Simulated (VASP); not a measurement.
# IrS (Fm-3m) in VASP: a series of runs, part 2 of 2

VASP 6.6.1. The steps go on from the part before.

## 4. Single point, r2SCAN

This run uses another cell than the first one, of 15.10 Å³/atom.

The input, POSCAR:

```
IrS
1.0
    0.0000000000      2.4716287175      2.4716287175
    2.4716287175      0.0000000000      2.4716287175
    2.4716287175      2.4716287175      0.0000000000
Ir S
1 1
Direct
    0.5000000000      0.5000000000      0.5000000000
    0.0000000000      0.0000000000      0.0000000000
```

The input, INCAR.step1:

```
ALGO = Normal
EDIFF = 1E-4
ENCUT = 520
GGA = PE
ISMEAR = 0
LASPH = True
LCHARG = False
LREAL = False
LWAVE = True
NBANDS = 14
NELM = 80
PREC = Accurate
SIGMA = 0.05
```

The input, INCAR.step2:

```
ALGO = Normal
EDIFF = 1E-6
ENCUT = 520
ISIF = 2
ISMEAR = 0
ISTART = 1
LASPH = True
LCHARG = False
LMIXTAU = True
LREAL = False
LWAVE = False
METAGGA = R2SCAN
NBANDS = 14
NELM = 80
PREC = Accurate
SIGMA = 0.05
```

The input, KPOINTS:

```
k-points
0
Gamma
  12 12 12
```

Potentials or basis: VASP PAW PBE potentials, release 64 (Ir, S).

Started as:

```sh
> cat potpaw_PBE.64/Ir/POTCAR potpaw_PBE.64/S/POTCAR > POTCAR
> cp INCAR.step1 INCAR
> mpirun -np 1 vasp_std > vasp.out
> cp INCAR.step2 INCAR
> mpirun -np 1 vasp_std > vasp.out
```

OUTCAR:

```text
EDIFF = 1E-6
   ENCUT = 520
   ISIF = 2
   ISMEAR = 0
   ISTART = 1
   LASPH = True
   LREAL = False
   METAGGA = R2SCAN
   NELM = 80
   PREC = Accurate

 ion  position               nearest neighbor table
   1  0.500  0.500  0.500-   2 2.47   2 2.47   2 2.47   2 2.47   2 2.47   2 2.47
   2  0.000  0.000  0.000-   1 2.47   1 2.47   1 2.47   1 2.47   1 2.47   1 2.47

  LATTYP: Found a face centered cubic cell.
 ALAT       =     4.9432574350

  Lattice vectors:

 A1 = (   0.0000000000,   2.4716287175,   2.4716287175)
 A2 = (   2.4716287175,   0.0000000000,   2.4716287175)
 A3 = (   2.4716287175,   2.4716287175,   0.0000000000)

Analysis of symmetry for initial positions (statically):
=====================================================================
 Subroutine PRICEL returns:
 Original cell was already a primitive cell.

 Routine SETGRP: Setting up the symmetry group for a
 face centered cubic supercell.

 Subroutine GETGRP returns: Found 48 space group operations
 (whereof 48 operations were pure point group operations)
 out of a pool of 48 trial point group operations.

The static configuration has the point symmetry O_h .

Analysis of symmetry for dynamics (positions and initial velocities):
=====================================================================
 Subroutine PRICEL returns:
 Original cell was already a primitive cell.

 Routine SETGRP: Setting up the symmetry group for a
 face centered cubic supercell.

 Subroutine GETGRP returns: Found 48 space group operations
 (whereof 48 operations were pure point group operations)
 out of a pool of 48 trial point group operations.

The dynamic configuration has the point symmetry O_h .

 Subroutine INISYM returns: Found 48 space group operations
 (whereof 48 operations are pure point group operations),
 and found     1 'primitive' translations

----------------------------------------------------------------------------------------

                                     Primitive cell
[... 121 lines left out ...]
   LRPA    =     F    only Hartree local field effects (RPA)
 non-spin polarized calculation
 Gauss-broadening in eV      SIGMA  =   0.05
  energy-cutoff  :      520.00
  volume of cell :       30.20
 maximum number of plane-waves:       869
 NGX is ok and might be reduce to    28
   NGX = 13   NGY = 13   NGZ = 13

 number of electron      15.0000001 magnetization

 Free energy of the ion-electron system (eV)
  ---------------------------------------------------
  ext. energy  EPLUGINS =         0.00000000
  ---------------------------------------------------
  free energy    TOTEN  =       -59.70425461 eV

  energy without entropy =      -59.70226068  energy(sigma->0) =      -59.70325765

 E-fermi :   8.6531     XC(G=0): -13.1458

 val. band max:        8.6425150292   @ k =  -0.4167   0.3333   0.1667
 cond. band min:       8.6678481211   @ k =   0.5000   0.5000   0.0000
 fundamental gap:      0.0253330920
 Fermi energy:         8.6531204724

 k-point     1 :       0.0000    0.0000    0.0000
  band No.  band energies     occupation
      1      -8.1791      2.00000
      2       5.5323      2.00000
      3       5.5323      2.00000
      4       5.5323      2.00000
      5       5.8090      2.00000
      6       5.8090      2.00000
      7       6.2418      2.00000
      8       6.2418      2.00000
      9       6.2418      2.00000
     10      11.9077      0.00000
     11      19.9370      0.00000
     12      21.7229      0.00000
     13      21.7229      0.00000
     14      21.7229      0.00000
[... 377 lines left out ...]
      1      -6.0782      2.00000
      2       0.1399      2.00000
      3       2.2931      2.00000
      4       2.3635      2.00000
      5       7.1779      2.00000
      6       7.2772      2.00000
      7       7.7650      2.00000
      8      10.5799      0.00000
      9      12.0935      0.00000
     10      13.7687      0.00000
     11      16.1403      0.00000
     12      17.2481      0.00000
     13      18.7111      0.00000
     14      21.9545      0.00000

 [... further k-points ...]

------------------------ aborting loop because EDIFF is reached ----------------------------------------

  FORCE on cell =-STRESS in cart. coord.  units (eV):
  Direction    XX          YY          ZZ          XY          YZ          ZX
  --------------------------------------------------------------------------------------
  -------------------------------------------------------------------------------------
  Total       -0.2858470     -0.2858470     -0.2858470      0.0000000      0.0000000      0.0000000
  in kB      -15.1657725    -15.1657725    -15.1657725      0.0000000      0.0000000      0.0000000
  external PRESSURE =     -15.1657725 kB  Pullay stress =       0.0000000 kB

 VOLUME and BASIS-vectors are now :
 -----------------------------------------------------------------------------
  energy-cutoff  :      520.00
  volume of cell :       30.20
      direct lattice vectors                 reciprocal lattice vectors
     0.000000000  2.471628717  2.471628717    -0.202295756  0.202295756  0.202295756
     2.471628717  0.000000000  2.471628717     0.202295756 -0.202295756  0.202295756
     2.471628717  2.471628717  0.000000000     0.202295756  0.202295756 -0.202295756

 POSITION                                       TOTAL-FORCE (eV/Angst)
 -----------------------------------------------------------------------------------
      2.47163      2.47163      2.47163         0.000000     -0.000000      0.000000
      0.00000      0.00000      0.00000        -0.000000      0.000000     -0.000000
 -----------------------------------------------------------------------------------
    total drift:                                0.000000      0.000000      0.000000

  FREE ENERGIE OF THE ION-ELECTRON SYSTEM (eV)
  ---------------------------------------------------
  free  energy   TOTEN  =       -59.7042546118 eV

  energy  without entropy=      -59.7022606816  energy(sigma->0) =      -59.70325765
```

Wall time 2.6 min (1 thread of Intel Xeon 8259CL, shared host); peak memory 0.19 GiB.

What came out:

| Property | Result |
| --- | --- |
| Free energy | -59.7043 eV |
| Pressure | -1.5 GPa |
| Band gap on the k mesh | zero (an odd number of electrons rules out a gap without spin polarisation) |

Levels at points of the mesh, in eV from the Fermi level:
```
           k point  band 6  band 7  band 8  band 9  band 10  band 11
(0.00, 0.00, 0.00)   -2.84   -2.41   -2.41   -2.41     3.25    11.28
(0.50, 0.00, 0.00)   -1.29   -0.67    3.79    4.43     4.43     6.94
(0.50, 0.50, 0.00)   -2.02   -0.76   -0.76    0.01     1.82    10.77
```

Caveat: the PAW data sets were made with another functional, which shifts forces and pressure a little; spin-orbit coupling is left out, which moves the levels of the heavy elements.

## 5. Single point, r2SCAN (15.19 Å³/atom)

This run uses another cell than the first one, of 15.19 Å³/atom.

The input, POSCAR:

```
IrS
1.0
    0.0000000000      2.4768135137      2.4768135137
    2.4768135137      0.0000000000      2.4768135137
    2.4768135137      2.4768135137      0.0000000000
Ir S
1 1
Direct
    0.5000000000      0.5000000000      0.5000000000
    0.0000000000      0.0000000000      0.0000000000
```

The input, INCAR.step1:

```
PREC = Accurate
ENCUT = 520
ISMEAR = 0
SIGMA = 0.05
LREAL = False
LASPH = True
NELM = 80
NBANDS = 14
GGA = PE
ALGO = Normal
EDIFF = 1E-4
LWAVE = True
LCHARG = False
```

The input, INCAR.step2:

```
PREC = Accurate
ENCUT = 520
EDIFF = 1E-6
ISMEAR = 0
SIGMA = 0.05
LREAL = False
LASPH = True
NELM = 80
ALGO = Normal
ISIF = 2
LWAVE = False
LCHARG = False
METAGGA = R2SCAN
LMIXTAU = True
NBANDS = 14
ISTART = 1
```

The input, KPOINTS:

```
Automatic mesh
0
Gamma
  12 12 12
```

Potentials or basis: VASP PAW PBE potentials, release 64 (Ir, S).

Started as:

```sh
> cat potpaw_PBE.64/Ir/POTCAR potpaw_PBE.64/S/POTCAR > POTCAR
> cp INCAR.step1 INCAR
> mpirun -np 1 vasp_std > vasp.out
> cp INCAR.step2 INCAR
> mpirun -np 1 vasp_std > vasp.out
```

OUTCAR:

```text
PREC = Accurate
   ENCUT = 520
   EDIFF = 1E-6
   ISMEAR = 0
   LREAL = False
   LASPH = True
   NELM = 80
   ISIF = 2
   METAGGA = R2SCAN
   ISTART = 1

 ion  position               nearest neighbor table
   1  0.500  0.500  0.500-   2 2.48   2 2.48   2 2.48   2 2.48   2 2.48   2 2.48
   2  0.000  0.000  0.000-   1 2.48   1 2.48   1 2.48   1 2.48   1 2.48   1 2.48

  LATTYP: Found a face centered cubic cell.
 ALAT       =     4.9536270274

  Lattice vectors:

 A1 = (   0.0000000000,   2.4768135137,   2.4768135137)
 A2 = (   2.4768135137,   0.0000000000,   2.4768135137)
 A3 = (   2.4768135137,   2.4768135137,   0.0000000000)

Analysis of symmetry for initial positions (statically):
=====================================================================
 Subroutine PRICEL returns:
 Original cell was already a primitive cell.

 Routine SETGRP: Setting up the symmetry group for a
 face centered cubic supercell.

 Subroutine GETGRP returns: Found 48 space group operations
 (whereof 48 operations were pure point group operations)
 out of a pool of 48 trial point group operations.

The static configuration has the point symmetry O_h .

Analysis of symmetry for dynamics (positions and initial velocities):
[... 178 lines left out ...]
     10      11.7573      0.00000
     11      19.8530      0.00000
     12      21.5929      0.00000
     13      21.5929      0.00000
     14      21.5929      0.00000
[... 377 lines left out ...]
      1      -6.1404      2.00000
      2       0.1027      2.00000
      3       2.2455      2.00000
      4       2.3157      2.00000
      5       7.0985      2.00000
      6       7.1972      2.00000
      7       7.6782      2.00000
      8      10.4694      0.00000
      9      11.9730      0.00000
     10      13.6738      0.00000
     11      16.0116      0.00000
     12      17.1351      0.00000
     13      18.5830      0.00000
     14      21.8466      0.00000

 [... further k-points ...]

------------------------ aborting loop because EDIFF is reached ----------------------------------------

  FORCE on cell =-STRESS in cart. coord.  units (eV):
  Direction    XX          YY          ZZ          XY          YZ          ZX
  --------------------------------------------------------------------------------------
  -------------------------------------------------------------------------------------
  Total       -0.5127464     -0.5127464     -0.5127464      0.0000000     -0.0000000      0.0000000
  in kB      -27.0335647    -27.0335647    -27.0335647      0.0000000     -0.0000000      0.0000000
  external PRESSURE =     -27.0335647 kB  Pullay stress =       0.0000000 kB

 VOLUME and BASIS-vectors are now :
 -----------------------------------------------------------------------------
  energy-cutoff  :      520.00
  volume of cell :       30.39
      direct lattice vectors                 reciprocal lattice vectors
     0.000000000  2.476813514  2.476813514    -0.201872284  0.201872284  0.201872284
     2.476813514  0.000000000  2.476813514     0.201872284 -0.201872284  0.201872284
     2.476813514  2.476813514  0.000000000     0.201872284  0.201872284 -0.201872284

 POSITION                                       TOTAL-FORCE (eV/Angst)
 -----------------------------------------------------------------------------------
      2.47681      2.47681      2.47681        -0.000000      0.000000     -0.000000
      0.00000      0.00000      0.00000         0.000000     -0.000000      0.000000
 -----------------------------------------------------------------------------------
    total drift:                                0.000000      0.000000      0.000000

  FREE ENERGIE OF THE ION-ELECTRON SYSTEM (eV)
  ---------------------------------------------------
  free  energy   TOTEN  =       -59.7018069609 eV

  energy  without entropy=      -59.6998183223  energy(sigma->0) =      -59.70081264
```

OSZICAR.step1:

```text
N       E                     dE             d eps       ncg     rms          rms(c)
DAV:   1     0.897624108344E+02    0.89762E+02   -0.64451E+03  2016   0.953E+02
DAV:   2    -0.778977666323E+01   -0.97552E+02   -0.83428E+02  2100   0.234E+02
DAV:   3    -0.123055937139E+02   -0.45158E+01   -0.43557E+01  2676   0.533E+01
DAV:   4    -0.123771012178E+02   -0.71508E-01   -0.71400E-01  2280   0.694E+00
DAV:   5    -0.123786960294E+02   -0.15948E-02   -0.15947E-02  2702   0.105E+00    0.155E+01
DAV:   6    -0.121169954333E+02    0.26170E+00   -0.79723E-01  2666   0.112E+01    0.859E+00
DAV:   7    -0.121036463252E+02    0.13349E-01   -0.70289E-02  2624   0.326E+00    0.416E+00
DAV:   8    -0.121009862271E+02    0.26601E-02   -0.19339E-02  2476   0.147E+00    0.431E-01
DAV:   9    -0.121008436973E+02    0.14253E-03   -0.10320E-03  2328   0.245E-01    0.193E-01
DAV:  10    -0.121008876354E+02   -0.43938E-04   -0.26443E-04  1838   0.178E-01
   1 F= -.12100888E+02 E0= -.12099799E+02  d E =-.217688E-02
```

Run time: 3.2 min. Hardware: 1 thread of Intel Xeon 8259CL, shared host; peak memory 0.19 GiB.

Results:

- Free energy: -59.7018 eV
- Pressure: -2.7 GPa
- Band gap on the k mesh: zero (an odd number of electrons rules out a gap without spin polarisation)

Caveat: the PAW data sets were made with another functional, which shifts forces and pressure a little; spin-orbit coupling is left out, which moves the levels of the heavy elements.

## 6. Overview

| cell | smearing | gap on the mesh (eV) | pressure (GPa) |
| --- | --- | --- | --- |
| a = 3.480 Å, angles 60.0°, 2 atoms | gaussian 0.1 eV | none | 1.2 |
| a = 3.480 Å, angles 60.0°, 2 atoms | methfessel-paxton 0.15 eV | none | 1.2 |
| a = 3.495 Å, angles 60.0°, 2 atoms | gaussian 0.05 eV | none | -1.5 |
| a = 3.503 Å, angles 60.0°, 2 atoms | gaussian 0.05 eV | none | -2.7 |

Alike in all rows: task single point; level r2SCAN; potentials or basis VASP PAW PBE potentials, release 64 (Ir, S); no spin polarisation; k mesh 12 × 12 × 12; cutoff (eV) 520.

Caveats: the PAW data sets were made with another functional, which shifts forces and pressure a little; spin-orbit coupling is left out, which moves the levels of the heavy elements.

Total energies depend on the potentials used, so only differences within one code and one set of settings carry meaning.
